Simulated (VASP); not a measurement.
Wanted: the native input for a VASP 6.6.1 run.

```
Task                   : single point
Functional             : PBE
Potentials or basis    : VASP PAW PBE potentials, release 64 (Cd, S)
Cutoff                 : 500 eV
k mesh                 : 6 × 6 × 6
Occupations            : methfessel-paxton, width 0.02 eV
Spin                   : no spin polarisation
Dipole correction      : no
Further INCAR settings : ALGO = Normal; EDIFF = 1e-06; NBANDS = 16
```

The structure of CdS lies in POSCAR:

```
CdS
1.0
    0.0000000000      2.9638032704      2.9638032704
    2.9638032704      0.0000000000      2.9638032704
    2.9638032704      2.9638032704      0.0000000000
Cd S
1 1
Direct
    0.0000000000      0.0000000000      0.0000000000
    0.2500000000      0.2500000000      0.2500000000
```

The input as run:

INCAR

```
SYSTEM = CdS
  ALGO = Normal
  EDIFF = 1E-6
  ENCUT = 500
  GGA = PE
  GGA_COMPAT = .FALSE.
  ISIF = 2
  ISMEAR = 1
  LASPH = .TRUE.
  LCHARG = .FALSE.
  LREAL = .FALSE.
  LWAVE = .FALSE.
  NBANDS = 16
  NELM = 120
  PREC = Accurate
  SIGMA = 0.02
```

KPOINTS

```
k-points
0
G
  6 6 6
  0 0 0
```

Potentials or basis: VASP PAW PBE potentials, release 64 (Cd, S).

Run with:

```sh
$ cat potpaw_PBE.64/Cd/POTCAR potpaw_PBE.64/S/POTCAR > POTCAR
$ mpirun -np 1 vasp_std > vasp.out
```

Results of the run:

The pressure is 0.3 GPa and the band gap on the k mesh is 1.04 eV.

Run time: 21 s on 1 thread of AMD EPYC 7R43 64-Core Processor (Zen 3), on a shared host, peak memory 0.14 GiB.
